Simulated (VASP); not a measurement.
# CaO (rock salt type) (Fm-3m) in VASP: notebook

The runs below take CaO (rock salt type) through single point, with HSE06.

Everything below comes from runs of VASP 6.6.1. Logs are shortened: lines on timing, memory, paths and dates and some standing lists are left out, and cuts for length are marked.

## Step 1: The cell of the first run

The structure is cubic, space group Fm-3m (No. 225). The conventional cell has a = 4.748 Å, b = 4.748 Å, c = 4.748 Å, α = 90.00°, β = 90.00°, γ = 90.00°. Within 3.1 Å of Ca (site symmetry m-3m) lie 6 O at 2.37 Å. Within 3.1 Å of O (site symmetry m-3m) lie 6 Ca at 2.37 Å.

## Step 2: Single point, HSE06

The input, POSCAR:

```
CaO
1.0
    0.0000000000      2.3740598876      2.3740598876
    2.3740598876      0.0000000000      2.3740598876
    2.3740598876      2.3740598876      0.0000000000
Ca O
1 1
Direct
    0.0000000000      0.0000000000      0.0000000000
    0.5000000000      0.5000000000      0.5000000000
```

The input, INCAR.step1:

```
SYSTEM = CaO
PREC     = Accurate       ! precision mode
ENCUT    = 520            ! plane-wave cutoff, eV
EDIFF    = 1E-5           ! SCF threshold, eV
ISMEAR   = -1             ! smearing method
SIGMA    = 0.05           ! smearing width, eV
LREAL    = .False.        ! projectors in reciprocal space
LASPH    = .True.         ! aspherical terms in the spheres
NELM     = 80             ! most SCF steps
ALGO     = Normal         ! electronic algorithm
ISIF     = 2              ! what is computed and relaxed
LWAVE    = .True.         ! write WAVECAR
LCHARG   = .False.        ! write CHGCAR
NBANDS   = 15             ! bands
GGA      = PE             ! functional
```

The input, INCAR.step2:

```
SYSTEM = CaO
PREC     = Accurate       ! precision mode
ENCUT    = 520            ! plane-wave cutoff, eV
EDIFF    = 1E-6           ! SCF threshold, eV
ISMEAR   = -1             ! smearing method
SIGMA    = 0.05           ! smearing width, eV
LREAL    = .False.        ! projectors in reciprocal space
LASPH    = .True.         ! aspherical terms in the spheres
NELM     = 80             ! most SCF steps
ALGO     = Normal         ! electronic algorithm
ISIF     = 2              ! what is computed and relaxed
LWAVE    = .False.        ! write WAVECAR
LCHARG   = .False.        ! write CHGCAR
GGA      = PE             ! functional
LHFCALC  = .True.         ! exact exchange
HFSCREEN = 0.2079         ! screening, 1/A
PRECFOCK = Normal       
NBANDS   = 15             ! bands
ISTART   = 1
```

The input, KPOINTS:

```
regular mesh
0
Gamma
  4 4 4
  0 0 0
```

Potentials or basis: VASP PAW PBE potentials, release 64 (Ca_sv, O).

On the command line:

```
$ cat potpaw_PBE.64/Ca_sv/POTCAR potpaw_PBE.64/O/POTCAR > POTCAR
$ cp INCAR.step1 INCAR
$ mpirun -np 1 vasp_std > vasp.out
$ cp INCAR.step2 INCAR
$ mpirun -np 1 vasp_std > vasp.out
```

OUTCAR:

```text
SYSTEM = CaO
   PREC = Accurate
   ENCUT = 520
   EDIFF = 1E-6
   ISMEAR = -1
   LREAL = .False.
   LASPH = .True.
   NELM = 80
   ISIF = 2
   GGA = PE
   LHFCALC = .True.
   HFSCREEN = 0.2079
   PRECFOCK = Normal
   ISTART = 1

 ion  position               nearest neighbor table
   1  0.000  0.000  0.000-   2 2.37   2 2.37   2 2.37   2 2.37   2 2.37   2 2.37
   2  0.500  0.500  0.500-   1 2.37   1 2.37   1 2.37   1 2.37   1 2.37   1 2.37

  LATTYP: Found a face centered cubic cell.
 ALAT       =     4.7481197752

  Lattice vectors:

 A1 = (   0.0000000000,   2.3740598876,   2.3740598876)
 A2 = (   2.3740598876,   0.0000000000,   2.3740598876)
 A3 = (   2.3740598876,   2.3740598876,   0.0000000000)

Analysis of symmetry for initial positions (statically):
=====================================================================
 Subroutine PRICEL returns:
 Original cell was already a primitive cell.

 Routine SETGRP: Setting up the symmetry group for a
 face centered cubic supercell.

 Subroutine GETGRP returns: Found 48 space group operations
 (whereof 48 operations were pure point group operations)
 out of a pool of 48 trial point group operations.

The static configuration has the point symmetry O_h .

Analysis of symmetry for dynamics (positions and initial velocities):
=====================================================================
 Subroutine PRICEL returns:
 Original cell was already a primitive cell.

 Routine SETGRP: Setting up the symmetry group for a
 face centered cubic supercell.

 Subroutine GETGRP returns: Found 48 space group operations
 (whereof 48 operations were pure point group operations)
 out of a pool of 48 trial point group operations.

The dynamic configuration has the point symmetry O_h .

 Subroutine INISYM returns: Found 48 space group operations
 (whereof 48 operations are pure point group operations),
 and found     1 'primitive' translations

----------------------------------------------------------------------------------------

                                     Primitive cell

  volume of cell :      26.7612

  direct lattice vectors                    reciprocal lattice vectors
     0.000000000  2.374059888  2.374059888    -0.210609683  0.210609683  0.210609683
     2.374059888  0.000000000  2.374059888     0.210609683 -0.210609683  0.210609683
     2.374059888  2.374059888  0.000000000     0.210609683  0.210609683 -0.210609683

  length of vectors
     3.357427691  3.357427691  3.357427691     0.364786671  0.364786671  0.364786671

  position of ions in fractional coordinates (direct lattice)
     0.000000000  0.000000000  0.000000000
     0.500000000  0.500000000  0.500000000

  ion indices of the primitive-cell ions
   primitive index   ion index
                 1           1
                 2           2

----------------------------------------------------------------------------------------

 KPOINTS: regular mesh

Automatic generation of k-mesh.
 Grid dimensions read from file:
 generate k-points for:    4    4    4

 Generating k-lattice:

  Cartesian coordinates                     Fractional coordinates (reciprocal lattice)
    -0.052652421  0.052652421  0.052652421     0.250000000  0.000000000  0.000000000
     0.052652421 -0.052652421  0.052652421     0.000000000  0.250000000  0.000000000
     0.052652421  0.052652421 -0.052652421     0.000000000  0.000000000  0.250000000

  Length of vectors
     0.091196668  0.091196668  0.091196668

  Shift w.r.t. Gamma in fractional coordinates (k-lattice)
     0.000000000  0.000000000  0.000000000

 Subroutine IBZKPT returns following result:
 ===========================================

 Found      8 irreducible k-points:

 Following reciprocal coordinates:
            Coordinates               Weight
  0.000000  0.000000  0.000000      1.000000
  0.250000  0.000000  0.000000      8.000000
  0.500000  0.000000  0.000000      4.000000
  0.250000  0.250000  0.000000      6.000000
  0.500000  0.250000  0.000000     24.000000
 -0.250000  0.250000  0.000000     12.000000
  0.500000  0.500000  0.000000      3.000000
 -0.250000  0.500000  0.250000      6.000000
   k-points           NKPTS =      8   k-points in BZ     NKDIM =     64   number of bands    NBANDS=     15
   number of dos      NEDOS =    301   number of ions     NIONS =      2
   total plane-waves  NPLWV =  21952
   dimension x,y,z NGX =    28 NGY =   28 NGZ =   28
   dimension x,y,z NGXF=    56 NGYF=   56 NGZF=   56
   ions per type =               1   1
   NGX,Y,Z   is equivalent  to a cutoff of  13.86, 13.86, 13.86 a.u.
   NGXF,Y,Z  is equivalent  to a cutoff of  27.73, 27.73, 27.73 a.u.
 SYSTEM =  CaO
   PREC   = accura    normal or accurate (medium, high low for compatibility)
   ISTART =      1    job   : 0-new  1-cont  2-samecut
   ICHARG =      0    charge: 1-file 2-atom 10-const
   ISPIN  =      1    spin polarized calculation?
   LNONCOLLINEAR =      F non collinear calculations
   LSORBIT =      F    spin-orbit coupling
   LASPH  =      T    aspherical Exc in radial PAW
   ENCUT  =  520.0 eV  38.22 Ry    6.18 a.u.   6.24  6.24  6.24*2*pi/ulx,y,z
   NELM   =     80;   NELMIN=  2; NELMDL=  0     # of ELM steps
   EDIFF  = 0.1E-05   stopping-criterion for ELM
   LREAL  =      F    real-space projection
   EDIFFG = 0.1E-04   stopping-criterion for IOM
   NSW    =      0    number of steps for IOM
   IBRION =     -1    ionic relax: 0-MD 1-quasi-New 2-CG
   NFREE  =      0    steps in history (QN), initial steepest desc. (CG)
   ISIF   =      2    stress and relaxation
   ISYM   =      3    0-nonsym 1-usesym 2-fastsym
   POTIM  = 0.5000    time-step for ionic-motion
   TEBEG  =    0.0;   TEEND  =   0.0 temperature during run
   PSTRESS=    0.0 pullay stress
   NELECT =      16.0000    total number of electrons
   NUPDOWN=      -1.0000    fix difference up-down
   EMIN   =  10.00;   EMAX   =-10.00  energy-range for DOS
   EFERMI =   0.00;   METHOD = LEGACY
   ISMEAR =    -1;   SIGMA  =   0.05  broadening in eV -4-tet -1-fermi 0-gaus
   EFERMI_NEDOS =   21; number of points for ismear=-14 and -15
   IALGO  =     38    algorithm
   IMIX   =      1    mixing-type and parameters
     AMIX     =   0.40;   BMIX     =  1.00
     AMIX_MAG =   1.60;   BMIX_MAG =  1.00
  volume/ion in A,a.u.               =      13.38        90.30
  Fermi-wavevector in a.u.,A,eV,Ry     =   1.379155  2.606226 25.879223  1.902069
  Thomas-Fermi vector in A             =   2.504151
   LORBIT       =      0    0 simple, 1 ext, 2 COOP (PROOUT), +10 PAW based schemes
   GGA     = PE    functional components
   LHFCALC =     T    Hartree Fock is set to
   PRECFOCK=normal    Normal, Fast or Accurate (Low or Medium for compatibility)
   ENCUT4O =  -1.0   cutoff for four orbital integrals eV
   NKREDX  =     1    reduce k-point grid by
   NKREDY  =     1    reduce k-point grid by
   NKREDZ  =     1    reduce k-point grid by
   AEXX    =    0.2500 exact exchange contribution
   HFSCREEN=    0.2079 screening length (either q_TF or 0.3 A-1)
   HFSCREENC=   0.2079 screening length for correlation (either q_TF or 0.3 A-1)
   ENCUTFOCK=  -1.0 apply spherical cutoff to Coloumb kernel
   IVDW    =     0    specifies the selected vdW correction
   LEPSILON=     F    determine dielectric tensor
   LRPA    =     F    only Hartree local field effects (RPA)
 non-spin polarized calculation
  energy-cutoff  :      520.00
  volume of cell :       26.76
 maximum number of plane-waves:       725
 NGX is ok and might be reduce to    28
  NGX = 20; NGY = 20; NGZ = 20

 number of electron      15.9999997 magnetization

 Free energy of the ion-electron system (eV)
  ---------------------------------------------------
  ext. energy  EPLUGINS =         0.00000000
  ---------------------------------------------------
  free energy    TOTEN  =       -14.86005775 eV

  energy without entropy =      -14.86005775  energy(sigma->0) =      -14.86005775

 E-fermi :   2.6461     XC(G=0):  -8.7564

 val. band max:        1.4945482246   @ k =   0.0000   0.0000   0.0000
 cond. band min:       6.7839404889   @ k =   0.5000   0.5000   0.0000
 fundamental gap:      5.2893922642
 Fermi energy:         2.6460673863

 k-point     1 :       0.0000    0.0000    0.0000
  band No.  band energies     occupation
      1     -38.5402      2.00000
      2     -17.8008      2.00000
      3     -17.8008      2.00000
      4     -17.8008      2.00000
      5     -15.6168      2.00000
      6       1.4945      2.00000
      7       1.4945      2.00000
      8       1.4945      2.00000
      9       8.0469      0.00000
     10       9.7794      0.00000
     11       9.7794      0.00000
     12       9.7794      0.00000
     13      11.4716      0.00000
     14      11.4716      0.00000
     15      18.4242      0.00000

 k-point     2 :       0.2500    0.0000    0.0000
  band No.  band energies     occupation
      1     -38.4779      2.00000
      2     -18.6879      2.00000
      3     -17.8285      2.00000
      4     -17.8284      2.00000
      5     -14.6795      2.00000
      6      -0.1634      2.00000
      7       0.7652      2.00000
      8       0.7652      2.00000
      9       9.7298      0.00000
     10      10.3408      0.00000
     11      10.8914      0.00000
     12      10.8914      0.00000
     13      12.9245      0.00000
     14      12.9245      0.00000
     15      19.9311      0.00000
[... 77 lines left out ...]
      3     -18.0727      2.00000
      4     -18.0727      2.00000
      5     -15.3545      2.00000
      6       0.0727      2.00000
      7       1.0822      2.00000
      8       1.0822      2.00000
      9       6.7839      0.00000
     10      11.9372      0.00000
     11      12.8521      0.00000
     12      13.6953      0.00000
     13      13.6953      0.00000
     14      15.0215      0.00000
     15      17.3585      0.00000

 k-point     8 :      -0.2500    0.5000    0.2500
  band No.  band energies     occupation
      1     -38.3765      2.00000
      2     -18.4070      2.00000
      3     -18.2989      2.00000
      4     -18.2989      2.00000
      5     -14.7811      2.00000
      6       0.0529      2.00000
      7       0.3532      2.00000
      8       0.3532      2.00000
      9       9.8096      0.00000
     10       9.8097      0.00000
     11      12.3347      0.00000
     12      13.7033      0.00000
     13      14.1205      0.00000
     14      17.8351      0.00000
     15      18.2997      0.00000

------------------------ aborting loop because EDIFF is reached ----------------------------------------

  FORCE on cell =-STRESS in cart. coord.  units (eV):
  Direction    XX          YY          ZZ          XY          YZ          ZX
  --------------------------------------------------------------------------------------
  -------------------------------------------------------------------------------------
  Total        0.7862764      0.7862764      0.7862764     -0.0000000     -0.0000000     -0.0000000
  in kB       47.0739662     47.0739662     47.0739662     -0.0000000     -0.0000000     -0.0000000
  external PRESSURE =      47.0739662 kB  Pullay stress =       0.0000000 kB

 VOLUME and BASIS-vectors are now :
 -----------------------------------------------------------------------------
  energy-cutoff  :      520.00
  volume of cell :       26.76
      direct lattice vectors                 reciprocal lattice vectors
     0.000000000  2.374059888  2.374059888    -0.210609683  0.210609683  0.210609683
     2.374059888  0.000000000  2.374059888     0.210609683 -0.210609683  0.210609683
     2.374059888  2.374059888  0.000000000     0.210609683  0.210609683 -0.210609683

 POSITION                                       TOTAL-FORCE (eV/Angst)
 -----------------------------------------------------------------------------------
      0.00000      0.00000      0.00000        -0.000000     -0.000000     -0.000000
      2.37406      2.37406      2.37406         0.000000      0.000000      0.000000
 -----------------------------------------------------------------------------------
    total drift:                               -0.000001     -0.000001     -0.000001

  FREE ENERGIE OF THE ION-ELECTRON SYSTEM (eV)
  ---------------------------------------------------
  free  energy   TOTEN  =       -14.8600577481 eV

  energy  without entropy=      -14.8600577481  energy(sigma->0) =      -14.86005775
```

Wall time 1.7 min (1 thread of Intel Xeon 6975P-C (Granite Rapids), shared host); peak memory 0.25 GiB.

What came out:

| Item | Value |
| --- | --- |
| Free energy | -14.8601 eV |
| Pressure | 4.7 GPa |
| Band gap on the k mesh | 5.29 eV (least direct gap 5.70 eV) |

Caveat: the k points lie up to 0.57 Å⁻¹ apart; the PAW data sets were made with another functional, which shifts forces and pressure a little. A k mesh can miss the band edges.

## Step 3: Single point, HSE06

POSCAR is that of step 2.

The input, INCAR.step1:

```
  PREC = Accurate
  ENCUT = 520
  EDIFF = 1E-5
  ISMEAR = -1
  SIGMA = 0.05
  LREAL = False
  LASPH = True
  NELM = 100
  ALGO = Normal
  ISIF = 2
  LWAVE = True
  LCHARG = False
  GGA = PE
  NBANDS = 15
```

The input, INCAR.step2:

```
  PREC = Accurate
  ENCUT = 520
  EDIFF = 1E-6
  ISMEAR = -1
  SIGMA = 0.05
  LREAL = False
  LASPH = True
  NELM = 100
  ALGO = Normal
  ISIF = 2
  LWAVE = False
  LCHARG = False
  GGA = PE
  LHFCALC = True
  HFSCREEN = 0.2079
  PRECFOCK = Normal
  ISTART = 1
  NBANDS = 15
```

The input, KPOINTS:

```
regular mesh
0
Gamma
  4 4 4
```

Potentials or basis: VASP PAW PBE potentials, release 64 (Ca_sv, O).

On the command line:

```
$ cat potpaw_PBE.64/Ca_sv/POTCAR potpaw_PBE.64/O/POTCAR > POTCAR
$ cp INCAR.step1 INCAR
$ mpirun -np 1 vasp_std > vasp.out
$ cp INCAR.step2 INCAR
$ mpirun -np 1 vasp_std > vasp.out
```

It took 1.7 min on 1 thread of Intel Xeon 6975P-C (Granite Rapids), shared host; peak memory 0.26 GiB.

It converged, with:

```yaml
Free_energy: -14.8601 eV
Pressure: 4.7 GPa
Band_gap_on_the_k_mesh: 5.29 eV (least direct gap 5.70 eV)
```

Levels at points of the mesh, in eV from the valence-band top:
```csv
k point,band 6,band 7,band 8,band 9,band 10,band 11
"(0.00, 0.00, 0.00)",0.00,0.00,0.00,6.55,8.28,8.28
"(0.50, 0.00, 0.00)",-2.91,-1.34,-1.34,9.23,10.37,10.81
"(0.50, 0.50, 0.00)",-1.42,-0.41,-0.41,5.29,10.44,11.36
```

Caveat: the k points lie up to 0.57 Å⁻¹ apart; the PAW data sets were made with another functional, which shifts forces and pressure a little. A k mesh can miss the band edges.

[end of part 1 of 2]
